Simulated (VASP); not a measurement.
# NaI (F-43m) in VASP: further runs

The runs below take NaI through single point, relaxation of cell and atoms, with r2SCAN, PBE, PBEsol, LDA.

All numbers are computed with VASP 6.6.1; they aren't measurements. Logs are shortened: lines on timing, memory, paths and dates and some standing lists are left out, and cuts for length are marked.

**1. The cell of the first run**

The structure is cubic, space group F-43m (No. 216). Conventional cell: a = 7.086 Å, b = 7.086 Å, c = 7.086 Å, α = 90.00°, β = 90.00°, γ = 90.00°. Na (site symmetry -43m) has 4 I at 3.07 Å within 4.0 Å. I (site symmetry -43m) has 4 Na at 3.07 Å within 4.0 Å.

**2. Single point, r2SCAN**

Input file POSCAR:

```
NaI
1.0
    0.0000000000      3.5431926705      3.5431926705
    3.5431926705      0.0000000000      3.5431926705
    3.5431926705      3.5431926705      0.0000000000
Na I
1 1
Direct
    0.0000000000      0.0000000000      0.0000000000
    0.2500000000      0.2500000000      0.2500000000
```

Input file INCAR.step1:

```
SYSTEM = NaI
ALGO = Normal ; EDIFF = 1E-4
ENCUT = 520 ; GGA = PE
ISMEAR = -1 ; LASPH = .TRUE.
LCHARG = .FALSE. ; LREAL = .FALSE.
LWAVE = .TRUE. ; NBANDS = 14
NELM = 60 ; PREC = Accurate
SIGMA = 0.02
```

Input file INCAR.step2:

```
SYSTEM = NaI
ALGO = Normal ; EDIFF = 1E-7
ENCUT = 520 ; ISIF = 2
ISMEAR = -1 ; ISTART = 1
LASPH = .TRUE. ; LCHARG = .FALSE.
LMIXTAU = .TRUE. ; LREAL = .FALSE.
LWAVE = .FALSE. ; METAGGA = R2SCAN
NBANDS = 14 ; NELM = 60
PREC = Accurate ; SIGMA = 0.02
```

Input file KPOINTS:

```
k-points
0
G
  6 6 6
  0 0 0
```

Potentials or basis: VASP PAW PBE potentials, release 64 (Na_pv, I).

The run is started by

```bash
$ cat potpaw_PBE.64/Na_pv/POTCAR potpaw_PBE.64/I/POTCAR > POTCAR
$ cp INCAR.step1 INCAR
$ mpirun -np 1 vasp_std > vasp.out
$ cp INCAR.step2 INCAR
$ mpirun -np 1 vasp_std > vasp.out
```

OUTCAR:

```text
SYSTEM = NaI
   EDIFF = 1E-7
   ENCUT = 520
   ISIF = 2
   ISMEAR = -1
   ISTART = 1
   LASPH = .TRUE.
   LREAL = .FALSE.
   METAGGA = R2SCAN
   NELM = 60
   PREC = Accurate

 ion  position               nearest neighbor table
   1  0.000  0.000  0.000-   2 3.07   2 3.07   2 3.07   2 3.07
   2  0.250  0.250  0.250-   1 3.07   1 3.07   1 3.07   1 3.07

  LATTYP: Found a face centered cubic cell.
 ALAT       =     7.0863853410

  Lattice vectors:

 A1 = (   0.0000000000,   3.5431926705,   3.5431926705)
 A2 = (   3.5431926705,   0.0000000000,   3.5431926705)
 A3 = (   3.5431926705,   3.5431926705,   0.0000000000)

Analysis of symmetry for initial positions (statically):
=====================================================================
 Subroutine PRICEL returns:
 Original cell was already a primitive cell.

 Routine SETGRP: Setting up the symmetry group for a
 face centered cubic supercell.

 Subroutine GETGRP returns: Found 24 space group operations
 (whereof 24 operations were pure point group operations)
 out of a pool of 48 trial point group operations.

The static configuration has the point symmetry T_d .

Analysis of symmetry for dynamics (positions and initial velocities):
=====================================================================
 Subroutine PRICEL returns:
 Original cell was already a primitive cell.

 Routine SETGRP: Setting up the symmetry group for a
 face centered cubic supercell.

 Subroutine GETGRP returns: Found 24 space group operations
 (whereof 24 operations were pure point group operations)
 out of a pool of 48 trial point group operations.

The dynamic configuration has the point symmetry T_d .

 Subroutine INISYM returns: Found 24 space group operations
 (whereof 24 operations are pure point group operations),
 and found     1 'primitive' translations

----------------------------------------------------------------------------------------

                                     Primitive cell

  volume of cell :      88.9640

  direct lattice vectors                    reciprocal lattice vectors
     0.000000000  3.543192670  3.543192670    -0.141115668  0.141115668  0.141115668
     3.543192670  0.000000000  3.543192670     0.141115668 -0.141115668  0.141115668
     3.543192670  3.543192670  0.000000000     0.141115668  0.141115668 -0.141115668

  length of vectors
     5.010831129  5.010831129  5.010831129     0.244419506  0.244419506  0.244419506

  position of ions in fractional coordinates (direct lattice)
     0.000000000  0.000000000  0.000000000
     0.250000000  0.250000000  0.250000000

  ion indices of the primitive-cell ions
   primitive index   ion index
                 1           1
                 2           2

----------------------------------------------------------------------------------------

 KPOINTS: k-points

Automatic generation of k-mesh.
 Grid dimensions read from file:
 generate k-points for:    6    6    6

 Generating k-lattice:

  Cartesian coordinates                     Fractional coordinates (reciprocal lattice)
    -0.023519278  0.023519278  0.023519278     0.166666667  0.000000000  0.000000000
     0.023519278 -0.023519278  0.023519278     0.000000000  0.166666667  0.000000000
     0.023519278  0.023519278 -0.023519278     0.000000000  0.000000000  0.166666667

  Length of vectors
     0.040736584  0.040736584  0.040736584

  Shift w.r.t. Gamma in fractional coordinates (k-lattice)
     0.000000000  0.000000000  0.000000000

 Subroutine IBZKPT returns following result:
 ===========================================

 Found     16 irreducible k-points:

 Following reciprocal coordinates:
            Coordinates               Weight
  0.000000  0.000000  0.000000      1.000000
  0.166667  0.000000  0.000000      8.000000
  0.333333  0.000000  0.000000      8.000000
  0.500000  0.000000  0.000000      4.000000
  0.166667  0.166667  0.000000      6.000000
  0.333333  0.166667  0.000000     24.000000
[... 8 lines left out ...]
 -0.333333  0.333333  0.166667     24.000000
 -0.333333  0.500000  0.166667     12.000000
   k-points           NKPTS =     16   k-points in BZ     NKDIM =     16   number of bands    NBANDS=     14
   number of dos      NEDOS =    301   number of ions     NIONS =      2
   total plane-waves  NPLWV =  64000
   dimension x,y,z NGX =    40 NGY =   40 NGZ =   40
   dimension x,y,z NGXF=    80 NGYF=   80 NGZF=   80
   ions per type =               1   1
   NGX,Y,Z   is equivalent  to a cutoff of  13.27, 13.27, 13.27 a.u.
   NGXF,Y,Z  is equivalent  to a cutoff of  26.54, 26.54, 26.54 a.u.
 SYSTEM =  NaI
   PREC   = accura    normal or accurate (medium, high low for compatibility)
   ISTART =      1    job   : 0-new  1-cont  2-samecut
   ICHARG =      0    charge: 1-file 2-atom 10-const
   ISPIN  =      1    spin polarized calculation?
   LNONCOLLINEAR =      F non collinear calculations
   LSORBIT =      F    spin-orbit coupling
   LASPH  =      T    aspherical Exc in radial PAW
   ENCUT  =  520.0 eV  38.22 Ry    6.18 a.u.   9.32  9.32  9.32*2*pi/ulx,y,z
   NELM   =     60;   NELMIN=  2; NELMDL=  0     # of ELM steps
   EDIFF  = 0.1E-06   stopping-criterion for ELM
   LREAL  =      F    real-space projection
   EDIFFG = 0.1E-05   stopping-criterion for IOM
   NSW    =      0    number of steps for IOM
   IBRION =     -1    ionic relax: 0-MD 1-quasi-New 2-CG
   NFREE  =      0    steps in history (QN), initial steepest desc. (CG)
   ISIF   =      2    stress and relaxation
   ISYM   =      2    0-nonsym 1-usesym 2-fastsym
   POTIM  = 0.5000    time-step for ionic-motion
   TEBEG  =    0.0;   TEEND  =   0.0 temperature during run
   PSTRESS=    0.0 pullay stress
   NELECT =      14.0000    total number of electrons
   NUPDOWN=      -1.0000    fix difference up-down
   EMIN   =  10.00;   EMAX   =-10.00  energy-range for DOS
   EFERMI =   0.00;   METHOD = LEGACY
   ISMEAR =    -1;   SIGMA  =   0.02  broadening in eV -4-tet -1-fermi 0-gaus
   EFERMI_NEDOS =   21; number of points for ismear=-14 and -15
   IALGO  =     38    algorithm
   IMIX   =      4    mixing-type and parameters
     AMIX     =   0.40;   BMIX     =  1.00
     AMIX_MAG =   1.60;   BMIX_MAG =  1.00
  volume/ion in A,a.u.               =      44.48       300.18
  Fermi-wavevector in a.u.,A,eV,Ry     =   0.883852  1.670238 10.628788  0.781194
  Thomas-Fermi vector in A             =   2.004673
   LORBIT       =      0    0 simple, 1 ext, 2 COOP (PROOUT), +10 PAW based schemes
   METAGGA = R2SCAN    functional components
   LHFCALC =     F    Hartree Fock is set to
   AEXX    =    0.0000 exact exchange contribution
   IVDW    =     0    specifies the selected vdW correction
   LEPSILON=     F    determine dielectric tensor
   LRPA    =     F    only Hartree local field effects (RPA)
 non-spin polarized calculation
  energy-cutoff  :      520.00
  volume of cell :       88.96
 maximum number of plane-waves:      2421
 NGX is ok and might be reduce to    40
   NGX = 19   NGY = 19   NGZ = 19

 number of electron      14.0000001 magnetization

 Free energy of the ion-electron system (eV)
  ---------------------------------------------------
  ext. energy  EPLUGINS =         0.00000000
  ---------------------------------------------------
  free energy    TOTEN  =       -30.91783140 eV

  energy without entropy =      -30.91783140  energy(sigma->0) =      -30.91783140

 E-fermi :  -1.0167     XC(G=0):  -6.8018

 val. band max:       -1.4609308065   @ k =   0.0000   0.0000   0.0000
 cond. band min:       2.9634470802   @ k =   0.0000   0.0000   0.0000
 fundamental gap:      4.4243778866
 Fermi energy:        -1.0166779956

 k-point     1 :       0.0000    0.0000    0.0000
  band No.  band energies     occupation
      1     -24.3440      2.00000
      2     -24.3437      2.00000
      3     -24.3437      2.00000
      4     -12.1969      2.00000
      5      -1.4609      2.00000
      6      -1.4609      2.00000
      7      -1.4609      2.00000
      8       2.9634      0.00000
      9       7.1060      0.00000
     10       7.1060      0.00000
     11       7.1062      0.00000
     12       8.8082      0.00000
     13       8.8082      0.00000
     14      10.4056      0.00000

 k-point     2 :       0.1667    0.0000    0.0000
  band No.  band energies     occupation
      1     -24.3444      2.00000
      2     -24.3440      2.00000
      3     -24.3438      2.00000
      4     -12.1633      2.00000
      5      -1.8349      2.00000
      6      -1.4951      2.00000
      7      -1.4951      2.00000
      8       3.5413      0.00000
      9       6.7481      0.00000
     10       7.2504      0.00000
     11       7.2505      0.00000
     12       8.4061      0.00000
     13       8.4061      0.00000
     14       9.9054      0.00000

 k-point     3 :       0.3333    0.0000    0.0000
  band No.  band energies     occupation
      1     -24.3457      2.00000
      2     -24.3442      2.00000
      3     -24.3440      2.00000
      4     -12.0946      2.00000
      5      -2.4268      2.00000
      6      -1.5610      2.00000
      7      -1.5610      2.00000
      8       4.4098      0.00000
      9       6.5679      0.00000
     10       6.9834      0.00000
     11       6.9836      0.00000
     12       9.1012      0.00000
     13       9.1013      0.00000
     14       9.3958      0.00000
[... 188 lines left out ...]
 k-point    15 :      -0.3333    0.3333    0.1667
  band No.  band energies     occupation
      1     -24.3463      2.00000
      2     -24.3449      2.00000
      3     -24.3444      2.00000
      4     -12.0256      2.00000
      5      -2.4132      2.00000
      6      -2.0957      2.00000
      7      -1.7788      2.00000
      8       5.2046      0.00000
      9       5.9065      0.00000
     10       6.8640      0.00000
     11       7.6336      0.00000
     12       9.0711      0.00000
     13      10.2635      0.00000
     14      10.9993      0.00000

 k-point    16 :      -0.3333    0.5000    0.1667
  band No.  band energies     occupation
      1     -24.3464      2.00000
      2     -24.3448      2.00000
      3     -24.3446      2.00000
      4     -12.0143      2.00000
      5      -2.4229      2.00000
      6      -2.0583      2.00000
      7      -1.8988      2.00000
      8       4.6826      0.00000
      9       6.0070      0.00000
     10       7.4251      0.00000
     11       7.6358      0.00000
     12      10.0299      0.00000
     13      10.7556      0.00000
     14      11.0305      0.00000

------------------------ aborting loop because EDIFF is reached ----------------------------------------

  FORCE on cell =-STRESS in cart. coord.  units (eV):
  Direction    XX          YY          ZZ          XY          YZ          ZX
  --------------------------------------------------------------------------------------
  -------------------------------------------------------------------------------------
  Total       -0.0418399     -0.0418399     -0.0418399      0.0000000      0.0000000      0.0000000
  in kB       -0.7535055     -0.7535055     -0.7535055      0.0000000      0.0000000      0.0000000
  external PRESSURE =      -0.7535055 kB  Pullay stress =       0.0000000 kB

 VOLUME and BASIS-vectors are now :
 -----------------------------------------------------------------------------
  energy-cutoff  :      520.00
  volume of cell :       88.96
      direct lattice vectors                 reciprocal lattice vectors
     0.000000000  3.543192670  3.543192670    -0.141115668  0.141115668  0.141115668
     3.543192670  0.000000000  3.543192670     0.141115668 -0.141115668  0.141115668
     3.543192670  3.543192670  0.000000000     0.141115668  0.141115668 -0.141115668

 POSITION                                       TOTAL-FORCE (eV/Angst)
 -----------------------------------------------------------------------------------
      0.00000      0.00000      0.00000         0.000000      0.000000      0.000000
      1.77160      1.77160      1.77160        -0.000000     -0.000000     -0.000000
 -----------------------------------------------------------------------------------
    total drift:                               -0.000007     -0.000007     -0.000007

  FREE ENERGIE OF THE ION-ELECTRON SYSTEM (eV)
  ---------------------------------------------------
  free  energy   TOTEN  =       -30.9178313974 eV

  energy  without entropy=      -30.9178313974  energy(sigma->0) =      -30.91783140
```

Wall time 2.7 min (1 thread of AMD EPYC 7R13 (Zen 3), shared host); peak memory 0.22 GiB.

What came out:

| Item | Value |
| --- | --- |
| Free energy | -30.9178 eV |
| Pressure | -0.1 GPa |
| Band gap on the k mesh | 4.42 eV, direct |

Levels at points of the mesh, in eV from the valence-band top:
```tsv
k point	band 4	band 5	band 6	band 7	band 8	band 9	band 10	band 11
(0.00, 0.00, 0.00)	-10.74	0.00	0.00	0.00	4.42	8.57	8.57	8.57
(0.50, 0.00, 0.00)	-10.60	-1.22	-0.13	-0.13	6.10	8.19	8.24	8.24
(0.50, 0.50, 0.00)	-10.55	-1.12	-0.40	-0.40	5.57	6.85	9.84	11.24
```

Caveat: the PAW data sets were made with another functional, which shifts forces and pressure a little; spin-orbit coupling is left out, which moves the levels of the heavy elements. r2SCAN opens gaps a little over a GGA but as a rule still falls short of measured ones.

[end of part 1 of 3]
